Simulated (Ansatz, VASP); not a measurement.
## InAs: VASP beside Ansatz

The input INCAR:

```
SYSTEM = InAs
PREC = Accurate
ENCUT = 520
EDIFF = 1E-7
ISMEAR = 0
SIGMA = 0.15
LREAL = .False.
LASPH = .True.
NELM = 60
ALGO = Normal
ISIF = 2
LWAVE = .False.
LCHARG = .True.
GGA = PS
LELF = .True.
LVHAR = .True.
NBANDS = 16
```

The input KPOINTS:

```
Automatic mesh
0
Gamma
  12 12 12
  0 0 0
```

POSCAR

```
InAs
1.0
    0.0000000000      3.0439335352      3.0439335352
    3.0439335352      0.0000000000      3.0439335352
    3.0439335352      3.0439335352      0.0000000000
In As
1 1
Direct
    0.0000000000      0.0000000000      0.0000000000
    0.7500000000      0.7500000000      0.7500000000
```

Input for Ansatz:

```yaml
crystal:
  lattice:
    - [0.0, 3.0439335352, 3.0439335352]
    - [3.0439335352, 0.0, 3.0439335352]
    - [3.0439335352, 3.0439335352, 0.0]
  atoms:
    - { symbol: In, position: [0.0, 0.0, 0.0] }
    - { symbol: As, position: [0.75, 0.75, 0.75] }
basis:
  ecutwfc: 420
kpoints:
  mp_grid: { grid: [12, 12, 12] }
hamiltonian:
  xc: pbesol
  pseudopotentials: { kind: paw, azcp: { folder: soft_1 } }
scf:
  occupations: { method: gaussian, width: 0.15 }
output:
  forces: true
  stress: true
  eigenvalues: true
```

Alike in both runs: task single point; functional PBEsol; k mesh 12 × 12 × 12; occupations gaussian, width 0.15 eV; no spin polarisation.

|  | VASP | Ansatz |
| --- | --- | --- |
| version | VASP 6.6.1 | Ansatz 0.2.0 |
| potentials or method | VASP PAW PBE potentials, release 64 (In_d, As), cutoff 520 eV | scalar-relativistic, plane waves, PAW |
| valence electrons in the cell | 18 | 28 |

```tsv
	VASP	Ansatz	Ansatz less VASP
gap on the k mesh at the Fermi level (eV)	none	none	-
pressure (GPa)	0.1	0.0	-0.08
```

VASP's potentials were made for PBE, not for PBEsol, and Ansatz warns of the same on its side. A gap of «none» marks a metal or a gap that the smearing closes. With one functional, cell and mesh, what is left measures potentials, basis and numerics. VASP's potentials hold 18 valence electrons a cell and Ansatz's 28, so a difference there can come from the potentials and not from the codes.
